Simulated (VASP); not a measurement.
# AlAu (Pm-3m) in VASP: further runs

Aim: see how the results for AlAu move with the level of theory and the settings. Levels: LDA, PBEsol. Tasks: single point, relaxation of cell and atoms.

Program: VASP 6.6.1. These are calculated values, not measurements. Logs are shortened: lines on timing, memory, paths and dates and some standing lists are left out, and cuts for length are marked.

## 1. The cell of the first run

Symmetry: Pm-3m, No. 221, cubic system. The conventional cell has a = 3.153 Å, b = 3.153 Å, c = 3.153 Å, α = 90.00°, β = 90.00°, γ = 90.00°. Within 3.6 Å of Al (site symmetry m-3m) lie 8 Au at 2.73 Å and 6 Al at 3.15 Å. Au (site symmetry m-3m) has 8 Al at 2.73 Å and 6 Au at 3.15 Å within 3.6 Å.

## 2. Single point, LDA

The input, INCAR:

```
SYSTEM = AlAu
  PREC = Accurate
  ENCUT = 520
  EDIFF = 1E-7
  ISMEAR = 0
  SIGMA = 0.15
  LREAL = .FALSE.
  LASPH = .TRUE.
  NELM = 60
  ALGO = Normal
  ISIF = 2
  LWAVE = .FALSE.
  LCHARG = .FALSE.
  NBANDS = 14
```

The input, KPOINTS:

```
regular mesh
0
G
  6 6 6
  0 0 0
```

The input, POSCAR:

```
AlAu
1.0
    3.1533355961      0.0000000000      0.0000000000
    0.0000000000      3.1533355961      0.0000000000
    0.0000000000      0.0000000000      3.1533355961
Al Au
1 1
Direct
    0.0000000000      0.0000000000      0.0000000000
    0.5000000000      0.5000000000      0.5000000000
```

Potentials or basis: VASP PAW LDA potentials, release 64 (Al, Au).

Started as:

```sh
$ cat potpaw_LDA.64/Al/POTCAR potpaw_LDA.64/Au/POTCAR > POTCAR
$ mpirun -np 1 vasp_std > vasp.out
```

OUTCAR:

```text
SYSTEM = AlAu
   PREC = Accurate
   ENCUT = 520
   EDIFF = 1E-7
   ISMEAR = 0
   LREAL = .FALSE.
   LASPH = .TRUE.
   NELM = 60
   ISIF = 2

 ion  position               nearest neighbor table
   1  0.000  0.000  0.000-   2 2.73   2 2.73   2 2.73   2 2.73   2 2.73   2 2.73   2 2.73   2 2.73

   2  0.500  0.500  0.500-   1 2.73   1 2.73   1 2.73   1 2.73   1 2.73   1 2.73   1 2.73   1 2.73

  LATTYP: Found a simple cubic cell.
 ALAT       =     3.1533355961

  Lattice vectors:

 A1 = (   3.1533355961,   0.0000000000,   0.0000000000)
 A2 = (   0.0000000000,   3.1533355961,   0.0000000000)
 A3 = (   0.0000000000,   0.0000000000,   3.1533355961)

Analysis of symmetry for initial positions (statically):
=====================================================================
 Subroutine PRICEL returns:
 Original cell was already a primitive cell.

 Routine SETGRP: Setting up the symmetry group for a
 simple cubic supercell.

 Subroutine GETGRP returns: Found 48 space group operations
 (whereof 48 operations were pure point group operations)
 out of a pool of 48 trial point group operations.

The static configuration has the point symmetry O_h .

Analysis of symmetry for dynamics (positions and initial velocities):
=====================================================================
 Subroutine PRICEL returns:
 Original cell was already a primitive cell.

 Routine SETGRP: Setting up the symmetry group for a
 simple cubic supercell.

 Subroutine GETGRP returns: Found 48 space group operations
 (whereof 48 operations were pure point group operations)
 out of a pool of 48 trial point group operations.

The dynamic configuration has the point symmetry O_h .

 Subroutine INISYM returns: Found 48 space group operations
 (whereof 48 operations are pure point group operations),
 and found     1 'primitive' translations

----------------------------------------------------------------------------------------

                                     Primitive cell

  volume of cell :      31.3553

  direct lattice vectors                    reciprocal lattice vectors
     3.153335596  0.000000000  0.000000000     0.317124508  0.000000000  0.000000000
     0.000000000  3.153335596  0.000000000     0.000000000  0.317124508  0.000000000
     0.000000000  0.000000000  3.153335596     0.000000000  0.000000000  0.317124508

  length of vectors
     3.153335596  3.153335596  3.153335596     0.317124508  0.317124508  0.317124508

  position of ions in fractional coordinates (direct lattice)
     0.000000000  0.000000000  0.000000000
     0.500000000  0.500000000  0.500000000

  ion indices of the primitive-cell ions
   primitive index   ion index
[... 83 lines left out ...]
   EFERMI =   0.00;   METHOD = LEGACY
   ISMEAR =     0;   SIGMA  =   0.15  broadening in eV -4-tet -1-fermi 0-gaus
   EFERMI_NEDOS =   21; number of points for ismear=-14 and -15
   IALGO  =     38    algorithm
   IMIX   =      4    mixing-type and parameters
     AMIX     =   0.40;   BMIX     =  1.00
     AMIX_MAG =   1.60;   BMIX_MAG =  1.00
  volume/ion in A,a.u.               =      15.68       105.80
  Fermi-wavevector in a.u.,A,eV,Ry     =   1.251259  2.364537 21.301959  1.565650
  Thomas-Fermi vector in A             =   2.385215
   LORBIT       =      0    0 simple, 1 ext, 2 COOP (PROOUT), +10 PAW based schemes
   GGA     = CA    functional components
   LHFCALC =     F    Hartree Fock is set to
   AEXX    =    0.0000 exact exchange contribution
   IVDW    =     0    specifies the selected vdW correction
   LEPSILON=     F    determine dielectric tensor
   LRPA    =     F    only Hartree local field effects (RPA)
 non-spin polarized calculation
 Gauss-broadening in eV      SIGMA  =   0.15
  energy-cutoff  :      520.00
  volume of cell :       31.36
 maximum number of plane-waves:       868
 NGX is ok and might be reduce to    24
   NGX = 11   NGY = 11   NGZ = 11

 number of electron      14.0000003 magnetization

 Free energy of the ion-electron system (eV)
  ---------------------------------------------------
  ext. energy  EPLUGINS =         0.00000000
  ---------------------------------------------------
  free energy    TOTEN  =        -9.25753062 eV

  energy without entropy =       -9.24730433  energy(sigma->0) =       -9.25241747

 E-fermi :  10.5093     XC(G=0): -12.0172

 val. band max:       10.4714530816   @ k =   0.5000   0.5000   0.3333
 cond. band min:      10.5899182650   @ k =   0.3333   0.3333   0.1667
 fundamental gap:      0.1184651834
 Fermi energy:        10.5093408731

 k-point     1 :       0.0000    0.0000    0.0000
  band No.  band energies     occupation
      1      -1.5849      2.00000
      2       3.2780      2.00000
      3       3.2780      2.00000
      4       5.3983      2.00000
      5       5.3983      2.00000
      6       5.3983      2.00000
      7      13.1910      0.00000
      8      13.1910      0.00000
      9      13.1910      0.00000
     10      17.6372      0.00000
     11      17.9829      0.00000
     12      17.9829      0.00000
     13      27.2273      0.00000
     14      27.2273      0.00000
[... 309 lines left out ...]
      1       2.7314      2.00000
      2       2.7314      2.00000
      3       2.7314      2.00000
      4       6.3956      2.00000
      5       6.3956      2.00000
      6      10.0146      2.00000
      7      11.1264      0.00000
      8      11.1264      0.00000
      9      11.1264      0.00000
     10      12.7680      0.00000
     11      14.2264      0.00000
     12      14.2264      0.00000
     13      14.2264      0.00000
     14      31.9733      0.00000

------------------------ aborting loop because EDIFF is reached ----------------------------------------

  FORCE on cell =-STRESS in cart. coord.  units (eV):
  Direction    XX          YY          ZZ          XY          YZ          ZX
  --------------------------------------------------------------------------------------
  -------------------------------------------------------------------------------------
  Total        0.0582722      0.0582722      0.0582722      0.0000000     -0.0000000      0.0000000
  in kB        2.9775651      2.9775651      2.9775651      0.0000000     -0.0000000      0.0000000
  external PRESSURE =       2.9775651 kB  Pullay stress =       0.0000000 kB

 VOLUME and BASIS-vectors are now :
 -----------------------------------------------------------------------------
  energy-cutoff  :      520.00
  volume of cell :       31.36
      direct lattice vectors                 reciprocal lattice vectors
     3.153335596  0.000000000  0.000000000     0.317124508  0.000000000  0.000000000
     0.000000000  3.153335596  0.000000000     0.000000000  0.317124508  0.000000000
     0.000000000  0.000000000  3.153335596     0.000000000  0.000000000  0.317124508

 POSITION                                       TOTAL-FORCE (eV/Angst)
 -----------------------------------------------------------------------------------
      0.00000      0.00000      0.00000         0.000000      0.000000      0.000000
      1.57667      1.57667      1.57667         0.000000      0.000000      0.000000
 -----------------------------------------------------------------------------------
    total drift:                                0.000000     -0.000000     -0.000000

  FREE ENERGIE OF THE ION-ELECTRON SYSTEM (eV)
  ---------------------------------------------------
  free  energy   TOTEN  =        -9.2575306191 eV

  energy  without entropy=       -9.2473043300  energy(sigma->0) =       -9.25241747
```

OSZICAR:

```text
N       E                     dE             d eps       ncg     rms          rms(c)
DAV:   1     0.518007192320E+02    0.51801E+02   -0.62950E+03   576   0.880E+02
DAV:   2    -0.903089986992E+01   -0.60832E+02   -0.56248E+02   680   0.182E+02
DAV:   3    -0.101406851192E+02   -0.11098E+01   -0.11071E+01   668   0.227E+01
DAV:   4    -0.101455429334E+02   -0.48578E-02   -0.48576E-02   686   0.187E+00
DAV:   5    -0.101455863730E+02   -0.43440E-04   -0.43440E-04   692   0.178E-01    0.953E+00
DAV:   6    -0.932813752232E+01    0.81745E+00   -0.29640E+00   590   0.155E+01    0.576E+00
DAV:   7    -0.927986190428E+01    0.48276E-01   -0.51541E-02   596   0.219E+00    0.309E+00
DAV:   8    -0.925775765682E+01    0.22104E-01   -0.13462E-02   656   0.762E-01    0.323E-01
DAV:   9    -0.925756598036E+01    0.19168E-03   -0.41854E-04   674   0.167E-01    0.994E-02
DAV:  10    -0.925753057944E+01    0.35401E-04   -0.10266E-04   656   0.833E-02    0.212E-02
DAV:  11    -0.925753067329E+01   -0.93850E-07   -0.11288E-06   680   0.722E-03    0.692E-03
DAV:  12    -0.925753061912E+01    0.54167E-07   -0.45765E-08   498   0.135E-03
   1 F= -.92575306E+01 E0= -.92524175E+01  d E =-.102263E-01
```

Run time: 4.9 s. Hardware: 1 thread of Intel Xeon 8259CL, shared host; peak memory 0.13 GiB.

Results:

* Free energy: -9.2575 eV
* Pressure: 0.3 GPa
* Band gap on the k mesh: zero (band 7 reaches 13.19 eV, above the bottom of band 8 at 9.11 eV)

Caveat: spin-orbit coupling is left out, which moves the levels of the heavy elements.

## 3. Single point, PBEsol

This run uses another cell than the first one, of 16.05 Å³/atom, 1.024 times its volume.

The input, INCAR:

```
ALGO     = Normal         # electronic algorithm
EDIFF    = 1E-6           # SCF threshold, eV
ENCUT    = 520            # plane-wave cutoff, eV
GGA      = PS             # functional
ISIF     = 2              # what is computed and relaxed
ISMEAR   = 0              # smearing method
LASPH    = True           # aspherical terms in the spheres
LCHARG   = False          # write CHGCAR
LREAL    = False          # projectors in reciprocal space
LWAVE    = False          # write WAVECAR
NBANDS   = 14             # bands
NELM     = 80             # most SCF steps
PREC     = Accurate       # precision mode
SIGMA    = 0.15           # smearing width, eV
```

The input, KPOINTS:

```
k-points
0
Gamma
  6 6 6
```

The input, POSCAR:

```
AlAu
1.0
    3.1784069680      0.0000000000      0.0000000000
    0.0000000000      3.1784069680      0.0000000000
    0.0000000000      0.0000000000      3.1784069680
Al Au
1 1
Direct
    0.0000000000      0.0000000000      0.0000000000
    0.5000000000      0.5000000000      0.5000000000
```

Potentials or basis: VASP PAW PBE potentials, release 64 (Al, Au).

Started as:

```sh
$ cat potpaw_PBE.64/Al/POTCAR potpaw_PBE.64/Au/POTCAR > POTCAR
$ mpirun -np 1 vasp_std > vasp.out
```

OUTCAR:

```text
EDIFF = 1E-6
   ENCUT = 520
   GGA = PS
   ISIF = 2
   ISMEAR = 0
   LASPH = True
   LREAL = False
   NELM = 80
   PREC = Accurate

 ion  position               nearest neighbor table
   1  0.000  0.000  0.000-   2 2.75   2 2.75   2 2.75   2 2.75   2 2.75   2 2.75   2 2.75   2 2.75

   2  0.500  0.500  0.500-   1 2.75   1 2.75   1 2.75   1 2.75   1 2.75   1 2.75   1 2.75   1 2.75

  LATTYP: Found a simple cubic cell.
 ALAT       =     3.1784069680

  Lattice vectors:

 A1 = (   3.1784069680,   0.0000000000,   0.0000000000)
 A2 = (   0.0000000000,   3.1784069680,   0.0000000000)
 A3 = (   0.0000000000,   0.0000000000,   3.1784069680)

Analysis of symmetry for initial positions (statically):
=====================================================================
 Subroutine PRICEL returns:
 Original cell was already a primitive cell.

 Routine SETGRP: Setting up the symmetry group for a
 simple cubic supercell.

 Subroutine GETGRP returns: Found 48 space group operations
 (whereof 48 operations were pure point group operations)
 out of a pool of 48 trial point group operations.

The static configuration has the point symmetry O_h .

Analysis of symmetry for dynamics (positions and initial velocities):
=====================================================================
 Subroutine PRICEL returns:
 Original cell was already a primitive cell.

 Routine SETGRP: Setting up the symmetry group for a
 simple cubic supercell.

 Subroutine GETGRP returns: Found 48 space group operations
 (whereof 48 operations were pure point group operations)
 out of a pool of 48 trial point group operations.

The dynamic configuration has the point symmetry O_h .

 Subroutine INISYM returns: Found 48 space group operations
 (whereof 48 operations are pure point group operations),
 and found     1 'primitive' translations

----------------------------------------------------------------------------------------

                                     Primitive cell

  volume of cell :      32.1091

  direct lattice vectors                    reciprocal lattice vectors
     3.178406968  0.000000000  0.000000000     0.314623020  0.000000000  0.000000000
     0.000000000  3.178406968  0.000000000     0.000000000  0.314623020  0.000000000
     0.000000000  0.000000000  3.178406968     0.000000000  0.000000000  0.314623020

  length of vectors
     3.178406968  3.178406968  3.178406968     0.314623020  0.314623020  0.314623020

  position of ions in fractional coordinates (direct lattice)
     0.000000000  0.000000000  0.000000000
     0.500000000  0.500000000  0.500000000

  ion indices of the primitive-cell ions
   primitive index   ion index
                 1           1
                 2           2

----------------------------------------------------------------------------------------

 KPOINTS: k-points

Automatic generation of k-mesh.
 Grid dimensions read from file:
 generate k-points for:    6    6    6

 Generating k-lattice:

  Cartesian coordinates                     Fractional coordinates (reciprocal lattice)
     0.052437170  0.000000000  0.000000000     0.166666667  0.000000000  0.000000000
     0.000000000  0.052437170  0.000000000     0.000000000  0.166666667  0.000000000
     0.000000000  0.000000000  0.052437170     0.000000000  0.000000000  0.166666667

  Length of vectors
[... 34 lines left out ...]
   total plane-waves  NPLWV =  13824
   dimension x,y,z NGX =    24 NGY =   24 NGZ =   24
   dimension x,y,z NGXF=    48 NGYF=   48 NGZF=   48
   ions per type =               1   1
   NGX,Y,Z   is equivalent  to a cutoff of  12.55, 12.55, 12.55 a.u.
   NGXF,Y,Z  is equivalent  to a cutoff of  25.11, 25.11, 25.11 a.u.
 SYSTEM =  unknown system
   PREC   = accura    normal or accurate (medium, high low for compatibility)
   ISTART =      0    job   : 0-new  1-cont  2-samecut
   ICHARG =      2    charge: 1-file 2-atom 10-const
   ISPIN  =      1    spin polarized calculation?
   LNONCOLLINEAR =      F non collinear calculations
   LSORBIT =      F    spin-orbit coupling
   LASPH  =      T    aspherical Exc in radial PAW
   ENCUT  =  520.0 eV  38.22 Ry    6.18 a.u.   5.91  5.91  5.91*2*pi/ulx,y,z
   NELM   =     80;   NELMIN=  2; NELMDL= -5     # of ELM steps
   EDIFF  = 0.1E-05   stopping-criterion for ELM
   LREAL  =      F    real-space projection
   EDIFFG = 0.1E-04   stopping-criterion for IOM
   NSW    =      0    number of steps for IOM
   IBRION =     -1    ionic relax: 0-MD 1-quasi-New 2-CG
   NFREE  =      0    steps in history (QN), initial steepest desc. (CG)
   ISIF   =      2    stress and relaxation
   ISYM   =      2    0-nonsym 1-usesym 2-fastsym
   POTIM  = 0.5000    time-step for ionic-motion
   TEBEG  =    0.0;   TEEND  =   0.0 temperature during run
   PSTRESS=    0.0 pullay stress
   NELECT =      14.0000    total number of electrons
   NUPDOWN=      -1.0000    fix difference up-down
   EMIN   =  10.00;   EMAX   =-10.00  energy-range for DOS
   EFERMI =   0.00;   METHOD = LEGACY
   ISMEAR =     0;   SIGMA  =   0.15  broadening in eV -4-tet -1-fermi 0-gaus
   EFERMI_NEDOS =   21; number of points for ismear=-14 and -15
   IALGO  =     38    algorithm
   IMIX   =      4    mixing-type and parameters
     AMIX     =   0.40;   BMIX     =  1.00
     AMIX_MAG =   1.60;   BMIX_MAG =  1.00
  volume/ion in A,a.u.               =      16.05       108.34
  Fermi-wavevector in a.u.,A,eV,Ry     =   1.241389  2.345886 20.967223  1.541047
  Thomas-Fermi vector in A             =   2.375789
   LORBIT       =      0    0 simple, 1 ext, 2 COOP (PROOUT), +10 PAW based schemes
   GGA     = PS    functional components
   LHFCALC =     F    Hartree Fock is set to
   AEXX    =    0.0000 exact exchange contribution
   IVDW    =     0    specifies the selected vdW correction
   LEPSILON=     F    determine dielectric tensor
   LRPA    =     F    only Hartree local field effects (RPA)
 non-spin polarized calculation
 Gauss-broadening in eV      SIGMA  =   0.15
  energy-cutoff  :      520.00
  volume of cell :       32.11
 maximum number of plane-waves:       912
 NGX is ok and might be reduce to    24
   NGX = 11   NGY = 11   NGZ = 11

 number of electron      14.0000003 magnetization

 Free energy of the ion-electron system (eV)
  ---------------------------------------------------
  ext. energy  EPLUGINS =         0.00000000
  ---------------------------------------------------
  free energy    TOTEN  =        -8.62812005 eV

  energy without entropy =       -8.61739578  energy(sigma->0) =       -8.62275792

 E-fermi :  10.2055     XC(G=0): -11.8097

 val. band max:       10.2031769280   @ k =   0.5000   0.5000   0.3333
 cond. band min:      10.2747903733   @ k =   0.3333   0.3333   0.1667
 fundamental gap:      0.0716134452
 Fermi energy:        10.2055397267

 k-point     1 :       0.0000    0.0000    0.0000
  band No.  band energies     occupation
      1      -1.6635      2.00000
      2       3.1887      2.00000
      3       3.1887      2.00000
      4       5.2310      2.00000
      5       5.2310      2.00000
      6       5.2310      2.00000
      7      12.9228      0.00000
      8      12.9228      0.00000
      9      12.9228      0.00000
     10      17.1919      0.00000
     11      17.5684      0.00000
     12      17.5684      0.00000
     13      26.8341      0.00000
     14      26.8341      0.00000
[... 309 lines left out ...]
      1       2.6458      2.00000
      2       2.6458      2.00000
      3       2.6458      2.00000
      4       6.1810      2.00000
      5       6.1810      2.00000
      6       9.7748      1.99995
      7      10.8738      0.00000
      8      10.8738      0.00000
      9      10.8738      0.00000
     10      12.3708      0.00000
     11      13.8362      0.00000
     12      13.8362      0.00000
     13      13.8362      0.00000
     14      31.5997      0.00000

------------------------ aborting loop because EDIFF is reached ----------------------------------------

  FORCE on cell =-STRESS in cart. coord.  units (eV):
  Direction    XX          YY          ZZ          XY          YZ          ZX
  --------------------------------------------------------------------------------------
  -------------------------------------------------------------------------------------
  Total       -0.0360614     -0.0360614     -0.0360614      0.0000000     -0.0000000      0.0000000
  in kB       -1.7993876     -1.7993876     -1.7993876      0.0000000     -0.0000000      0.0000000
  external PRESSURE =      -1.7993876 kB  Pullay stress =       0.0000000 kB

 VOLUME and BASIS-vectors are now :
 -----------------------------------------------------------------------------
  energy-cutoff  :      520.00
  volume of cell :       32.11
      direct lattice vectors                 reciprocal lattice vectors
     3.178406968  0.000000000  0.000000000     0.314623020  0.000000000  0.000000000
     0.000000000  3.178406968  0.000000000     0.000000000  0.314623020  0.000000000
     0.000000000  0.000000000  3.178406968     0.000000000  0.000000000  0.314623020

 POSITION                                       TOTAL-FORCE (eV/Angst)
 -----------------------------------------------------------------------------------
      0.00000      0.00000      0.00000         0.000000      0.000000      0.000000
      1.58920      1.58920      1.58920         0.000000      0.000000      0.000000
 -----------------------------------------------------------------------------------
    total drift:                                0.000000     -0.000000     -0.000000

  FREE ENERGIE OF THE ION-ELECTRON SYSTEM (eV)
  ---------------------------------------------------
  free  energy   TOTEN  =        -8.6281200501 eV

  energy  without entropy=       -8.6173957841  energy(sigma->0) =       -8.62275792
```

It took 6.2 s on 1 thread of Intel Xeon 8259CL, shared host; peak memory 0.14 GiB.

What came out:

| Item | Value |
| --- | --- |
| Free energy | -8.6281 eV |
| Pressure | -0.2 GPa |
| Band gap on the k mesh | zero (band 7 reaches 12.92 eV, above the bottom of band 8 at 8.81 eV) |

Caveat: the PAW data sets were made with another functional, which shifts forces and pressure a little; spin-orbit coupling is left out, which moves the levels of the heavy elements.

(Part 1 of 2 ends here.)
